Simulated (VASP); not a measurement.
# TbBe2H2 (P6/mmm) in VASP: relaxation of cell and atoms with PBE

Aim: the relaxation of cell and atoms of TbBe2H2 with PBE.

Everything below comes from runs of VASP 6.6.1. Logs are shortened: lines on timing, memory, paths and dates and some standing lists are left out, and cuts for length are marked.

### Step 1. The cell of the first run

Symmetry: P6/mmm, No. 191, hexagonal system. Conventional cell: a = 4.011 Å, b = 4.011 Å, c = 3.566 Å, α = 90.00°, β = 90.00°, γ = 120.00°. Within 3.1 Å of Tb (site symmetry 6/mmm) lie 6 H at 2.32 Å and 12 Be at 2.92 Å. Be (site symmetry -6m2) has 2 H at 1.78 Å and 3 Be at 2.32 Å within 2.4 Å. Within 2.4 Å of H (site symmetry -6m2) lie 2 Be at 1.78 Å and 3 H at 2.32 Å and 3 Tb at 2.32 Å.

The cell was generated, and may not be a known phase.

### Step 2. Relaxation of cell and atoms, PBE

File INCAR:

```
SYSTEM = TbBe2H2
PREC     = Accurate       ! precision mode
ENCUT    = 600            ! plane-wave cutoff, eV
EDIFF    = 1E-7           ! SCF threshold, eV
ISMEAR   = 0              ! smearing method
SIGMA    = 0.1            ! smearing width, eV
LREAL    = .FALSE.        ! projectors in reciprocal space
LASPH    = .TRUE.         ! aspherical terms in the spheres
NELM     = 200            ! most SCF steps
ALGO     = Normal         ! electronic algorithm
ISIF     = 3              ! what is computed and relaxed
LWAVE    = .FALSE.        ! write WAVECAR
LCHARG   = .FALSE.        ! write CHGCAR
GGA      = PE             ! functional
IBRION   = 2              ! ionic algorithm
NSW      = 100            ! ionic steps
EDIFFG   = -0.01          ! ionic threshold
GGA_COMPAT= .FALSE.      
NELMIN   = 4            
LMAXMIX  = 6              ! l up to which the mixer works
```

File KPOINTS:

```
Automatic mesh
0
G
  12 12 10
  0 0 0
```

File POSCAR:

```
TbBe2H2
1.0
    4.0106221392      0.0000000000      0.0000000000
   -2.0053110696      3.4733006575      0.0000000000
    0.0000000000      0.0000000000      3.5662543038
Tb Be H
1 2 2
Direct
    0.0000000000      0.0000000000      0.5000000000
    0.3333333333      0.6666666667      0.0000000000
    0.6666666667      0.3333333333      0.0000000000
    0.3333333333      0.6666666667      0.5000000000
    0.6666666667      0.3333333333      0.5000000000
```

Potentials or basis: VASP PAW PBE potentials, release 64 (Tb_3, Be, H), 4f in core.

Started as:

```sh
cat potpaw_PBE.64/Tb_3/POTCAR potpaw_PBE.64/Be/POTCAR potpaw_PBE.64/H/POTCAR > POTCAR
mpirun -np 1 vasp_std > vasp.out
```

OUTCAR:

```text
SYSTEM = TbBe2H2
   PREC = Accurate
   ENCUT = 600
   EDIFF = 1E-7
   ISMEAR = 0
   LREAL = .FALSE.
   LASPH = .TRUE.
   NELM = 200
   ISIF = 3
   GGA = PE
   IBRION = 2
   NSW = 100
   EDIFFG = -0.01
   NELMIN = 4

 ion  position               nearest neighbor table
   1  0.000  0.000  0.500-   4 2.32   5 2.32   4 2.32   5 2.32   5 2.32   4 2.32   2 2.92   3 2.92
                             2 2.92   3 2.92   3 2.92   2 2.92   3 2.92   2 2.92   3 2.92   2 2.92
   2  0.333  0.667  0.000-   3 2.32   3 2.32   3 2.32   1 2.92   1 2.92   1 2.92   1 2.92   1 2.92
                             1 2.92
   3  0.667  0.333  0.000-   2 2.32   2 2.32   2 2.32   1 2.92   1 2.92   1 2.92   1 2.92   1 2.92
                             1 2.92
   4  0.333  0.667  0.500-   1 2.32   1 2.32   1 2.32
   5  0.667  0.333  0.500-   1 2.32   1 2.32   1 2.32

  LATTYP: Found a hexagonal cell.
 ALAT       =     4.0106221392
 C/A-ratio  =     0.8892022684

  Lattice vectors:

 A1 = (   4.0106221392,   0.0000000000,   0.0000000000)
 A2 = (  -2.0053110696,   3.4733006575,   0.0000000000)
 A3 = (   0.0000000000,   0.0000000000,   3.5662543038)

Analysis of symmetry for initial positions (statically):
=====================================================================
 Subroutine PRICEL returns:
 Original cell was already a primitive cell.

 Routine SETGRP: Setting up the symmetry group for a
 hexagonal supercell.

 Subroutine GETGRP returns: Found 24 space group operations
 (whereof 24 operations were pure point group operations)
 out of a pool of 24 trial point group operations.

The static configuration has the point symmetry D_6h.

Analysis of symmetry for dynamics (positions and initial velocities):
=====================================================================
 Subroutine PRICEL returns:
 Original cell was already a primitive cell.

 Routine SETGRP: Setting up the symmetry group for a
 hexagonal supercell.

 Subroutine GETGRP returns: Found 24 space group operations
 (whereof 24 operations were pure point group operations)
 out of a pool of 24 trial point group operations.

The dynamic configuration has the point symmetry D_6h.

 Subroutine INISYM returns: Found 24 space group operations
 (whereof 24 operations are pure point group operations),
 and found     1 'primitive' translations

----------------------------------------------------------------------------------------

                                     Primitive cell

  volume of cell :      49.6783

[... 116 lines left out ...]
  Fermi-wavevector in a.u.,A,eV,Ry     =   1.098289  2.075464 16.411860  1.206238
  Thomas-Fermi vector in A             =   2.234663
   LORBIT       =      0    0 simple, 1 ext, 2 COOP (PROOUT), +10 PAW based schemes
   GGA     = PE    functional components
   LHFCALC =     F    Hartree Fock is set to
   AEXX    =    0.0000 exact exchange contribution
   IVDW    =     0    specifies the selected vdW correction
   LEPSILON=     F    determine dielectric tensor
   LRPA    =     F    only Hartree local field effects (RPA)
 conjugate gradient relaxation of ions
 non-spin polarized calculation
 Gauss-broadening in eV      SIGMA  =   0.10
  energy-cutoff  :      600.00
  volume of cell :       49.68
 maximum number of plane-waves:      1680
   NGX = 17   NGY = 17   NGZ = 15

--------------------------------------- Ionic step        1  -------------------------------------------

 number of electron      15.0000002 magnetization

 Free energy of the ion-electron system (eV)
  ---------------------------------------------------
  ext. energy  EPLUGINS =         0.00000000
  ---------------------------------------------------
  free energy    TOTEN  =       -19.91717040 eV

  energy without entropy =      -19.91054838  energy(sigma->0) =      -19.91385939

------------------------ aborting loop because EDIFF is reached ----------------------------------------

  FORCE on cell =-STRESS in cart. coord.  units (eV):
  Direction    XX          YY          ZZ          XY          YZ          ZX
  --------------------------------------------------------------------------------------
  -------------------------------------------------------------------------------------
  Total       -0.1101389     -0.1101389      0.1820479      0.0000000      0.0000000     -0.0000000
  in kB       -3.5520986     -3.5520986      5.8712385      0.0000000      0.0000000     -0.0000000
  external PRESSURE =      -0.4109862 kB  Pullay stress =       0.0000000 kB
[... 65 lines left out ...]
--------------------------------------- Ionic step        3  -------------------------------------------

 number of electron      15.0000002 magnetization

 Free energy of the ion-electron system (eV)
  ---------------------------------------------------
  ext. energy  EPLUGINS =         0.00000000
  ---------------------------------------------------
  free energy    TOTEN  =       -19.91773030 eV

  energy without entropy =      -19.91116148  energy(sigma->0) =      -19.91444589

 E-fermi :   3.9847     XC(G=0): -10.5828

 val. band max:        3.9689330034   @ k =   0.2500   0.0833   0.2000
 cond. band min:       3.9966779381   @ k =   0.5000   0.0000   0.1000
 fundamental gap:      0.0277449348
 Fermi energy:         3.9847148043

 k-point     1 :       0.0000    0.0000    0.0000
  band No.  band energies     occupation
      1     -17.5670      2.00000
      2     -17.5670      2.00000
      3     -17.2557      2.00000
      4      -5.1392      2.00000
      5       1.8341      2.00000
      6       2.2369      2.00000
      7       3.1205      2.00000
      8       3.1205      2.00000
      9       5.6553      0.00000
     10       8.9743      0.00000
     11       8.9743      0.00000
[... 309 lines left out ...]
 k-point    24 :       0.3333   -0.0000    0.1000
  band No.  band energies     occupation
      1     -17.8047      2.00000
      2     -17.6097      2.00000
      3     -17.2723      2.00000
      4      -3.4855      2.00000
      5      -1.1369      2.00000
      6       2.4055      2.00000
      7       3.8467      1.94912
      8       3.8773      1.87128
      9       6.5806      0.00000
     10       7.5847      0.00000
     11       8.8367      0.00000

 [... further k-points ...]

------------------------ aborting loop because EDIFF is reached ----------------------------------------

  FORCE on cell =-STRESS in cart. coord.  units (eV):
  Direction    XX          YY          ZZ          XY          YZ          ZX
  --------------------------------------------------------------------------------------
  -------------------------------------------------------------------------------------
  Total        0.0207032      0.0207032     -0.0007235      0.0000000      0.0000000      0.0000000
  in kB        0.6682537      0.6682537     -0.0233516      0.0000000      0.0000000      0.0000000
  external PRESSURE =       0.4377186 kB  Pullay stress =       0.0000000 kB
[... 20 lines left out ...]
  FREE ENERGIE OF THE ION-ELECTRON SYSTEM (eV)
  ---------------------------------------------------
  free  energy   TOTEN  =       -19.9177302994 eV

  energy  without entropy=      -19.9111614831  energy(sigma->0) =      -19.91444589

 reached required accuracy - stopping structural energy minimisation
```

It took 2.2 min on 1 thread of Intel Xeon Platinum 8375C at 2.90GHz (Ice Lake), shared host; peak memory 0.26 GiB.

Results:

| Quantity | Value |
| --- | --- |
| Free energy | -19.9177 eV |
| Relaxed volume | 9.93 Å³/atom |
| Relaxed cell | a = 4.001 Å, b = 4.001 Å, c = 3.580 Å, α = 90.00°, β = 90.00°, γ = 120.00° |
| Space group after relaxing (to 0.1 Å) | P6/mmm (No. 191) |
| Energy gained by relaxing | 0.1 meV/atom |
| Ionic steps | 3 |
| Pressure after relaxing | 0.0 GPa |
| Band gap on the k mesh | zero (an odd number of electrons rules out a gap without spin polarisation) |

Step by step:
```csv
step,energy change (eV),largest force (eV/Å),pressure (GPa),volume (Å³)
1,0.0000,0.0000,-0.04,49.68
2,-0.0004,0.0000,-0.01,49.66
3,-0.0006,0.0000,0.04,49.64
```

Final structure:
```
Tb Be H
1.0
     4.00119    0.00000    0.00000
    -2.00060    3.46514    0.00000
     0.00000    0.00000    3.58011
Tb Be H
1 2 2
Direct
  0.00000 0.00000 0.50000
  0.33333 0.66667 0.00000
  0.66667 0.33333 0.00000
  0.33333 0.66667 0.50000
  0.66667 0.33333 0.50000
```

Caveat: spin-orbit coupling is left out, which moves the levels of the heavy elements; the 4f electrons are frozen in the core, so they carry no moment and show no levels.

The gap in the log of VASP goes by the Fermi energy; the results here count the filled bands.